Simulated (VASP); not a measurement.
Crystal: Pt2Cl.

```
Pt Cl
1.0
     2.82373    0.00805   -0.03000
     0.01394    4.90173    0.00601
    -0.07993    0.00925    7.41381
Pt Cl
4 2
Direct
  0.48930 0.49477 0.33075
  0.03101 0.00814 0.32610
  0.99180 0.99179 0.67034
  0.47248 0.50880 0.67735
  0.50617 0.50162 0.99482
  0.00924 0.99488 0.00065
```

| Property | Result |
| --- | --- |
| Program | VASP 6.6.1 |
| Task | relaxation of cell and atoms |
| Functional | PBE |
| Potentials or basis | VASP PAW PBE potentials, release 64 (Pt, Cl) |
| Cutoff | 600 eV |
| k mesh | 8 × 4 × 4 |
| Occupations | gaussian, width 0.2 eV |
| Spin | no spin polarisation |

At the start: pressure -1.0 GPa; volume 17.10 Å³/atom.

Question: How do energy, volume and symmetry change on relaxing?

Answer: Over 16 steps the energy falls by 21.9 meV/atom and the volume is 16.91 Å³/atom (-1.1 %); space group Pm (No. 6, to 0.1 Å) before, P6/mmm (No. 191, to 0.1 Å).

Step by step:
```csv
step,energy change (eV),largest force (eV/Å),pressure (GPa),volume (Å³)
1,0.0000,1.0435,-1.05,102.60
2,-0.0957,0.4330,1.00,100.95
3,-0.1005,0.4073,1.74,100.49
4,-0.1090,0.2349,-1.88,102.71
5,-0.1160,0.2514,-0.49,101.80
6,-0.1249,0.1553,-0.19,101.59
7,-0.1272,0.1407,0.10,101.41
8,-0.1297,0.0912,-0.15,101.50
9,-0.1298,0.0919,-0.17,101.51
10,-0.1305,0.0610,0.31,101.23
11,-0.1305,0.0563,0.25,101.27
12,-0.1312,0.0406,-0.02,101.46
13,-0.1312,0.0420,-0.09,101.52
14,-0.1315,0.0315,0.01,101.43
15,-0.1316,0.0299,0.07,101.39
16,-0.1317,0.0138,-0.06,101.47
```

Final structure:
```
Pt Cl
1.0
     2.81529   -0.00004    0.00011
     0.00005    4.83038    0.00027
     0.00055    0.00044    7.46178
Pt Cl
4 2
Direct
  0.49842 0.50031 0.32978
  0.99869 0.00018 0.32969
  0.99870 0.00035 0.67015
  0.49921 0.50017 0.67023
  0.50276 0.49948 0.99991
  0.00223 0.99951 0.00024
```
